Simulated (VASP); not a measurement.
# MoS2 (P-1) in VASP: further runs

The runs below take MoS2 through single point, with PBEsol.

Everything below comes from runs of VASP 6.6.1. Logs are shortened: lines on timing, memory, paths and dates and some standing lists are left out, and cuts for length are marked.

## (1) The cell of the first run

The typed cell holds 6 atoms: a = 3.141 Å, b = 3.141 Å, c = 12.595 Å, α = 88.57°, β = 87.14°, γ = 60.00°.

## (2) Single point, PBEsol

INCAR

```
PREC = Accurate
ENCUT = 520
EDIFF = 1E-6
ISMEAR = 0
SIGMA = 0.05
LREAL = False
LASPH = True
NELM = 60
ALGO = Normal
ISIF = 2
LWAVE = False
LCHARG = False
GGA = PS
NBANDS = 35
```

KPOINTS

```
Automatic mesh
0
Gamma
  10 10 2
```

POSCAR

```
MoS2
1.0
   -3.1414322132      0.0000000000      0.0000000000
   -1.5707161066     -2.7205601009      0.0000000000
   -0.6282864426      0.0000000000     12.5788195080
Mo S
2 4
Direct
    0.2833333333      0.3333333333      0.2500000000
    0.5166666667      0.6666666667      0.7500000000
    0.2081225649      0.3333333333      0.6260538420
    0.6414558983      0.6666666667      0.1260538420
    0.1585441017      0.3333333333      0.8739461580
    0.5918774351      0.6666666667      0.3739461580
```

Potentials or basis: VASP PAW PBE potentials, release 64 (Mo_sv, S).

Command:

```bash
$ cat potpaw_PBE.64/Mo_sv/POTCAR potpaw_PBE.64/S/POTCAR > POTCAR
$ mpirun -np 1 vasp_std > vasp.out
```

OUTCAR:

```text
PREC = Accurate
   ENCUT = 520
   EDIFF = 1E-6
   ISMEAR = 0
   LREAL = False
   LASPH = True
   NELM = 60
   ISIF = 2
   GGA = PS

 ion  position               nearest neighbor table
   1  0.283  0.333  0.250-   4 2.39   6 2.39   4 2.39   6 2.39   6 2.39   4 2.39
   2  0.517  0.667  0.750-   5 2.39   3 2.39   5 2.39   3 2.39   3 2.39   5 2.39
   3  0.208  0.333  0.626-   2 2.39   2 2.39   2 2.39
   4  0.641  0.667  0.126-   1 2.39   1 2.39   1 2.39
   5  0.159  0.333  0.874-   2 2.39   2 2.39   2 2.39
   6  0.592  0.667  0.374-   1 2.39   1 2.39   1 2.39

  LATTYP: Found a base centered monoclinic cell.
 ALAT       =     3.1414322132
 B/A-ratio  =     1.7320508076
 C/A-ratio  =     4.0091587830
 COS(beta)  =    -0.0498857767

  Lattice vectors:

 A1 = (   1.5707161066,  -2.7205601009,   0.0000000000)
 A2 = (   1.5707161066,   2.7205601009,   0.0000000000)
 A3 = (  -0.6282864426,   0.0000000000,  12.5788195080)

Analysis of symmetry for initial positions (statically):
=====================================================================
 Subroutine PRICEL returns:
 Original cell was already a primitive cell.

 Routine SETGRP: Setting up the symmetry group for a
 base centered monoclinic supercell.

 Subroutine GETGRP returns: Found  2 space group operations
 (whereof  1 operations were pure point group operations)
 out of a pool of  4 trial point group operations.

The static configuration has the point symmetry C_1 .
 The point group associated with its full space group is S_2 .

Analysis of symmetry for dynamics (positions and initial velocities):
=====================================================================
 Subroutine PRICEL returns:
 Original cell was already a primitive cell.

 Routine SETGRP: Setting up the symmetry group for a
 base centered monoclinic supercell.

 Subroutine GETGRP returns: Found  2 space group operations
 (whereof  1 operations were pure point group operations)
 out of a pool of  4 trial point group operations.

The dynamic configuration has the point symmetry C_1 .
 The point group associated with its full space group is S_2 .

 Subroutine INISYM returns: Found  2 space group operations
 (whereof  1 operations are pure point group operations),
 and found     1 'primitive' translations

----------------------------------------------------------------------------------------

                                     Primitive cell

  volume of cell :     107.5043

  direct lattice vectors                    reciprocal lattice vectors
    -3.141432213  0.000000000  0.000000000    -0.318326143  0.183785684 -0.015899743
    -1.570716107 -2.720560101  0.000000000     0.000000000 -0.367571369  0.000000000
    -0.628286443  0.000000000 12.578819508     0.000000000  0.000000000  0.079498716

  length of vectors
     3.141432213  3.141432213 12.594500549     0.367915089  0.367571369  0.079498716

  position of ions in fractional coordinates (direct lattice)
     0.283333333  0.333333333  0.250000000
     0.516666667  0.666666667  0.750000000
     0.208122565  0.333333333  0.626053842
     0.641455898  0.666666667  0.126053842
     0.158544102  0.333333333  0.873946158
     0.591877435  0.666666667  0.373946158

  ion indices of the primitive-cell ions
   primitive index   ion index
                 1           1
                 2           2
                 3           3
                 4           4
                 5           5
                 6           6

----------------------------------------------------------------------------------------

 KPOINTS: Automatic mesh

Automatic generation of k-mesh.
 Grid dimensions read from file:
 generate k-points for:   10   10    2

 Generating k-lattice:

  Cartesian coordinates                     Fractional coordinates (reciprocal lattice)
    -0.031832614  0.018378568 -0.001589974     0.100000000 -0.000000000 -0.000000000
     0.000000000 -0.036757137  0.000000000     0.000000000  0.100000000  0.000000000
     0.000000000  0.000000000  0.039749358     0.000000000  0.000000000  0.500000000

  Length of vectors
     0.036791509  0.036757137  0.039749358

  Shift w.r.t. Gamma in fractional coordinates (k-lattice)
     0.000000000  0.000000000  0.000000000

 Subroutine IBZKPT returns following result:
 ===========================================

 Found    104 irreducible k-points:

 Following reciprocal coordinates:
            Coordinates               Weight
  0.000000  0.000000  0.000000      1.000000
  0.100000 -0.000000 -0.000000      2.000000
 -0.100000 -0.100000  0.000000      2.000000
  0.200000 -0.000000 -0.000000      2.000000
 -0.200000 -0.200000  0.000000      2.000000
  0.300000  0.000000  0.000000      2.000000
[... 16 lines left out ...]
  0.300000  0.400000  0.000000      2.000000
 -0.200000  0.100000  0.000000      2.000000
 [... further k-points ...]
   k-points           NKPTS =    104   k-points in BZ     NKDIM =    104   number of bands    NBANDS=     35
   number of dos      NEDOS =    301   number of ions     NIONS =      6
   total plane-waves  NPLWV =  55296
   dimension x,y,z NGX =    24 NGY =   24 NGZ =   96
   dimension x,y,z NGXF=    48 NGYF=   48 NGZF=  192
   ions per type =               2   4
   NGX,Y,Z   is equivalent  to a cutoff of  12.70, 12.70, 12.67 a.u.
   NGXF,Y,Z  is equivalent  to a cutoff of  25.40, 25.40, 25.34 a.u.
 SYSTEM =  unknown system
   PREC   = accura    normal or accurate (medium, high low for compatibility)
   ISTART =      0    job   : 0-new  1-cont  2-samecut
   ICHARG =      2    charge: 1-file 2-atom 10-const
   ISPIN  =      1    spin polarized calculation?
   LNONCOLLINEAR =      F non collinear calculations
   LSORBIT =      F    spin-orbit coupling
   LASPH  =      T    aspherical Exc in radial PAW
   ENCUT  =  520.0 eV  38.22 Ry    6.18 a.u.   5.84  5.84 23.42*2*pi/ulx,y,z
   NELM   =     60;   NELMIN=  2; NELMDL= -5     # of ELM steps
   EDIFF  = 0.1E-05   stopping-criterion for ELM
   LREAL  =      F    real-space projection
   EDIFFG = 0.1E-04   stopping-criterion for IOM
   NSW    =      0    number of steps for IOM
   IBRION =     -1    ionic relax: 0-MD 1-quasi-New 2-CG
   NFREE  =      0    steps in history (QN), initial steepest desc. (CG)
   ISIF   =      2    stress and relaxation
   ISYM   =      2    0-nonsym 1-usesym 2-fastsym
   POTIM  = 0.5000    time-step for ionic-motion
   TEBEG  =    0.0;   TEEND  =   0.0 temperature during run
   PSTRESS=    0.0 pullay stress
   NELECT =      52.0000    total number of electrons
   NUPDOWN=      -1.0000    fix difference up-down
   EMIN   =  10.00;   EMAX   =-10.00  energy-range for DOS
   EFERMI =   0.00;   METHOD = LEGACY
   ISMEAR =     0;   SIGMA  =   0.05  broadening in eV -4-tet -1-fermi 0-gaus
   EFERMI_NEDOS =   21; number of points for ismear=-14 and -15
   IALGO  =     38    algorithm
   IMIX   =      4    mixing-type and parameters
     AMIX     =   0.40;   BMIX     =  1.00
     AMIX_MAG =   1.60;   BMIX_MAG =  1.00
  volume/ion in A,a.u.               =      17.92       120.91
  Fermi-wavevector in a.u.,A,eV,Ry     =   1.285091  2.428470 22.469472  1.651460
  Thomas-Fermi vector in A             =   2.417246
   LORBIT       =      0    0 simple, 1 ext, 2 COOP (PROOUT), +10 PAW based schemes
   GGA     = PS    functional components
   LHFCALC =     F    Hartree Fock is set to
   AEXX    =    0.0000 exact exchange contribution
   IVDW    =     0    specifies the selected vdW correction
   LEPSILON=     F    determine dielectric tensor
   LRPA    =     F    only Hartree local field effects (RPA)
 non-spin polarized calculation
 Gauss-broadening in eV      SIGMA  =   0.05
  energy-cutoff  :      520.00
  volume of cell :      107.50
 maximum number of plane-waves:      2917
   NGX = 11   NGY = 11   NGZ = 47

 number of electron      52.0000002 magnetization

 Free energy of the ion-electron system (eV)
  ---------------------------------------------------
  ext. energy  EPLUGINS =         0.00000000
  ---------------------------------------------------
  free energy    TOTEN  =       -46.88921183 eV

  energy without entropy =      -46.88921183  energy(sigma->0) =      -46.88921183

 E-fermi :   7.5285     XC(G=0): -10.9218

 val. band max:        7.2753333363   @ k =   0.0000   0.0000   0.0000
 cond. band min:       8.2996595409   @ k =  -0.2000   0.2000   0.0000
 fundamental gap:      1.0243262046
 Fermi energy:         7.5285118113

 k-point     1 :       0.0000    0.0000    0.0000
  band No.  band energies     occupation
      1     -54.0189      2.00000
      2     -54.0189      2.00000
      3     -28.2309      2.00000
      4     -28.2309      2.00000
      5     -27.9675      2.00000
      6     -27.9675      2.00000
[... 27 lines left out ...]
     34       9.9089      0.00000
     35      12.9481      0.00000

 k-point     2 :       0.1000   -0.0000   -0.0000
  band No.  band energies     occupation
      1     -54.0146      2.00000
      2     -54.0146      2.00000
      3     -28.2225      2.00000
      4     -28.2225      2.00000
      5     -28.0098      2.00000
      6     -28.0098      2.00000
[... 27 lines left out ...]
     34       9.8567      0.00000
     35      13.7510      0.00000

 k-point     3 :      -0.1000   -0.1000    0.0000
  band No.  band energies     occupation
      1     -54.0146      2.00000
      2     -54.0146      2.00000
      3     -28.2225      2.00000
      4     -28.2225      2.00000
      5     -28.0100      2.00000
      6     -28.0100      2.00000
[... 27 lines left out ...]
     34       9.8680      0.00000
     35      13.6820      0.00000
[... 723 lines left out ...]
 k-point    23 :       0.3000    0.4000    0.0000
  band No.  band energies     occupation
      1     -53.9814      2.00000
      2     -53.9814      2.00000
      3     -28.3087      2.00000
      4     -28.3087      2.00000
      5     -28.1579      2.00000
      6     -28.1579      2.00000
[... 27 lines left out ...]
     34      11.3895      0.00000
     35      14.0411      0.00000

 k-point    24 :      -0.2000    0.1000    0.0000
  band No.  band energies     occupation
      1     -53.9941      2.00000
      2     -53.9941      2.00000
      3     -28.1968      2.00000
      4     -28.1968      2.00000
      5     -28.1827      2.00000
      6     -28.1826      2.00000
[... 27 lines left out ...]
     34      11.0142      0.00000
     35      15.1748      0.00000

 [... further k-points ...]

------------------------ aborting loop because EDIFF is reached ----------------------------------------

  FORCE on cell =-STRESS in cart. coord.  units (eV):
  Direction    XX          YY          ZZ          XY          YZ          ZX
  --------------------------------------------------------------------------------------
  -------------------------------------------------------------------------------------
  Total       -0.0064045      0.0396591      0.1294124     -0.0203109     -0.0987526      0.1867532
  in kB       -0.0954490      0.5910542      1.9286825     -0.3027016     -1.4717477      2.7832537
  external PRESSURE =       0.8080959 kB  Pullay stress =       0.0000000 kB

 VOLUME and BASIS-vectors are now :
 -----------------------------------------------------------------------------
  energy-cutoff  :      520.00
  volume of cell :      107.50
      direct lattice vectors                 reciprocal lattice vectors
    -3.141432213  0.000000000  0.000000000    -0.318326143  0.183785684 -0.015899743
    -1.570716107 -2.720560101  0.000000000     0.000000000 -0.367571369  0.000000000
    -0.628286443  0.000000000 12.578819508     0.000000000  0.000000000  0.079498716

 POSITION                                       TOTAL-FORCE (eV/Angst)
 -----------------------------------------------------------------------------------
     -1.57072     -0.90685      3.14470         0.020118     -0.006186      0.001343
     -3.14143     -1.81371      9.43411        -0.020118      0.006186     -0.001343
     -1.57072     -0.90685      7.87502         0.003698      0.000098     -0.001549
     -3.14143     -1.81371      1.58561         0.030401     -0.018717      0.044885
     -1.57072     -0.90685     10.99321        -0.030401      0.018717     -0.044885
     -3.14143     -1.81371      4.70380        -0.003698     -0.000098      0.001549
 -----------------------------------------------------------------------------------
    total drift:                                0.000028     -0.000000      0.000021

  FREE ENERGIE OF THE ION-ELECTRON SYSTEM (eV)
  ---------------------------------------------------
  free  energy   TOTEN  =       -46.8892118313 eV

  energy  without entropy=      -46.8892118313  energy(sigma->0) =      -46.88921183
```

It took 4.5 min on 1 thread of AMD EPYC 9R45 (Zen 5), shared host; peak memory 0.4 GiB.

Results:

* Free energy: -46.8892 eV
* Pressure: 0.1 GPa
* Largest force: 0.057 eV/Å
* Band gap on the k mesh: 1.02 eV (least direct gap 1.97 eV)

Forces on the atoms (eV/Å):
```
Mo   0.020 -0.006  0.001
Mo  -0.020  0.006 -0.001
S    0.004  0.000 -0.002
S    0.030 -0.019  0.045
S   -0.030  0.019 -0.045
S   -0.004  0.000  0.002
```

Levels at points of the mesh, in eV from the valence-band top:
| k point | band 24 | band 25 | band 26 | band 27 | band 28 | band 29 |
| --- | --- | --- | --- | --- | --- | --- |
| (0.00, 0.00, 0.00) | -1.31 | -1.15 | 0.00 | 2.26 | 2.27 | 2.30 |
| (0.50, 0.00, 0.00) | -1.43 | -1.39 | -1.15 | 1.79 | 1.83 | 2.22 |
| (0.50, 0.50, 0.00) | -1.42 | -1.31 | -1.21 | 1.79 | 1.83 | 2.16 |
| (0.00, 0.50, 0.00) | -1.45 | -1.30 | -1.26 | 1.80 | 1.82 | 2.18 |
| (0.00, 0.00, 0.50) | -2.05 | -0.31 | -0.29 | 2.26 | 2.27 | 2.30 |
| (0.50, 0.00, 0.50) | -1.49 | -1.33 | -1.17 | 1.81 | 1.81 | 2.29 |
| (0.50, 0.50, 0.50) | -1.49 | -1.36 | -1.18 | 1.81 | 1.81 | 2.29 |
| (0.00, 0.50, 0.50) | -1.47 | -1.30 | -1.26 | 1.80 | 1.82 | 2.32 |

Caveat: the PAW data sets were made with another functional, which shifts forces and pressure a little. A k mesh can miss the band edges.

## (3) Single point, PBEsol

INCAR

```
PREC = Accurate ; ENCUT = 520
EDIFF = 1E-7 ; ISMEAR = 0
SIGMA = 0.05 ; LREAL = False
LASPH = True ; NELM = 100
ALGO = Normal ; ISIF = 2
LWAVE = False ; LCHARG = True
GGA = PS ; LELF = True
LVHAR = True ; NBANDS = 35
```

KPOINTS is that of step 2.

POSCAR

```
MoS2
1.0
   -3.1414322132      0.0000000000      0.0000000000
   -1.5707161066     -2.7205601009      0.0000000000
   -1.2565728853      0.0000000000     12.5788195080
Mo S
2 4
Direct
    0.2333333333      0.3333333333      0.2500000000
    0.3666666667      0.6666666667      0.7500000000
    0.0829117965      0.3333333333      0.6260538420
    0.6162451299      0.6666666667      0.1260538420
   -0.0162451299      0.3333333333      0.8739461580
    0.5170882035      0.6666666667      0.3739461580
```

Potentials or basis: VASP PAW PBE potentials, release 64 (Mo_sv, S).

Command:

```bash
$ cat potpaw_PBE.64/Mo_sv/POTCAR potpaw_PBE.64/S/POTCAR > POTCAR
$ mpirun -np 1 vasp_std > vasp.out
```

Run time: 2.4 min. Hardware: 1 thread of Intel Xeon 6975P-C (Granite Rapids), shared host; peak memory 0.43 GiB.

It converged, with:

| Item | Value |
| --- | --- |
| Free energy | -46.8606 eV |
| Pressure | 0.3 GPa |
| Largest force | 0.136 eV/Å |
| Band gap on the k mesh | 1.01 eV (least direct gap 1.98 eV) |

Forces on the atoms (eV/Å):
```
Mo   0.013 -0.016  0.004
Mo  -0.013  0.016 -0.004
S    0.002  0.000 -0.005
S    0.021 -0.052  0.124
S   -0.021  0.052 -0.124
S   -0.002  0.000  0.005
```

Stress tensor (GPa, compression positive):
```
-0.01 -0.02  0.18
-0.02  0.20 -0.40
 0.18 -0.40  0.66
```

Levels at points of the mesh, in eV from the valence-band top:
```tsv
k point	band 24	band 25	band 26	band 27	band 28	band 29
(0.00, 0.00, 0.00)	-1.32	-1.18	0.00	2.25	2.25	2.27
(0.50, 0.00, 0.00)	-1.48	-1.43	-1.09	1.78	1.80	2.24
(0.50, 0.50, 0.00)	-1.47	-1.36	-1.11	1.78	1.80	2.14
(0.00, 0.50, 0.00)	-1.51	-1.31	-1.29	1.79	1.79	2.16
(0.00, 0.00, 0.50)	-2.06	-0.33	-0.28	2.25	2.26	2.27
(0.50, 0.00, 0.50)	-1.49	-1.37	-1.10	1.79	1.80	2.20
(0.50, 0.50, 0.50)	-1.50	-1.42	-1.11	1.79	1.80	2.27
(0.00, 0.50, 0.50)	-1.45	-1.35	-1.25	1.78	1.81	2.30
```

Caveat: the PAW data sets were made with another functional, which shifts forces and pressure a little.
